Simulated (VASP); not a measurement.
Write the native input for VASP 6.6.1 that does the following.

* Task: single point
* Functional: r2SCAN
* Potentials or basis: VASP PAW PBE potentials, release 64 (Ta_sv_GW, N)
* Cutoff: 770 eV
* k mesh: 10 × 10 × 6
* Occupations: fermi-dirac, width 0.05 eV
* Spin: no spin polarisation
* Dipole correction: no
* Further INCAR settings: ALGO = Normal; EDIFF = 1e-06; NBANDS = 22

The system is Ta2N.

```
CELL_PARAMETERS angstrom
3.05270 0.00000 0.00000
-1.52635 2.64371 0.00000
0.00000 0.00000 4.88028
ATOMIC_POSITIONS crystal
Ta 0.33333 0.66667 0.25795
Ta 0.66667 0.33333 0.74205
N 0.00000 0.00000 0.00000
```

These files were run (other wordings do the same):

POSCAR

```
Ta2N
1.0
    3.0526983617      0.0000000000      0.0000000000
   -1.5263491808      2.6437143313      0.0000000000
    0.0000000000      0.0000000000      4.8802846424
Ta N
2 1
Direct
    0.3333333333      0.6666666667      0.2579471457
    0.6666666667      0.3333333333      0.7420528543
    0.0000000000      0.0000000000      0.0000000000
```

INCAR.step1

```
PREC     = Accurate       # precision mode
ENCUT    = 770            # plane-wave cutoff, eV
ISMEAR   = -1             # smearing method
SIGMA    = 0.05           # smearing width, eV
LREAL    = False          # projectors in reciprocal space
LASPH    = True           # aspherical terms in the spheres
NELM     = 120            # most SCF steps
NBANDS   = 22             # bands
GGA      = PE             # functional
ALGO     = Normal         # electronic algorithm
EDIFF    = 1E-5           # SCF threshold, eV
LWAVE    = True           # write WAVECAR
LCHARG   = False          # write CHGCAR
GGA_COMPAT= False
```

INCAR.step2

```
PREC     = Accurate       # precision mode
ENCUT    = 770            # plane-wave cutoff, eV
EDIFF    = 1E-6           # SCF threshold, eV
ISMEAR   = -1             # smearing method
SIGMA    = 0.05           # smearing width, eV
LREAL    = False          # projectors in reciprocal space
LASPH    = True           # aspherical terms in the spheres
NELM     = 120            # most SCF steps
ALGO     = Normal         # electronic algorithm
ISIF     = 2              # what is computed and relaxed
LWAVE    = False          # write WAVECAR
LCHARG   = False          # write CHGCAR
METAGGA  = R2SCAN         # meta-GGA
LMIXTAU  = True         
NBANDS   = 22             # bands
ISTART   = 1            
GGA_COMPAT= False
```

KPOINTS

```
Automatic mesh
0
Gamma
  10 10 6
```

Potentials or basis: VASP PAW PBE potentials, release 64 (Ta_sv_GW, N).

The run is started by

```console
$ cat potpaw_PBE.64/Ta_sv_GW/POTCAR potpaw_PBE.64/N/POTCAR > POTCAR
$ cp INCAR.step1 INCAR
$ mpirun -np 1 vasp_std > vasp.out
$ cp INCAR.step2 INCAR
$ mpirun -np 1 vasp_std > vasp.out
```

Results of the run:

```json
{
  "Pressure": "4.8 GPa",
  "Largest force": "0.051 eV/Å",
  "Band gap on the k mesh": "zero (an odd number of electrons rules out a gap without spin polarisation)"
}
```

Caveat: the cell stands under pressure; the PAW data sets were made with another functional, which shifts forces and pressure a little; spin-orbit coupling is left out, which moves the levels of the heavy elements.

Run time: 14 min on 1 thread of AMD EPYC 7R43 64-Core Processor (Zen 3), with other jobs on the host, peak memory 0.24 GiB.
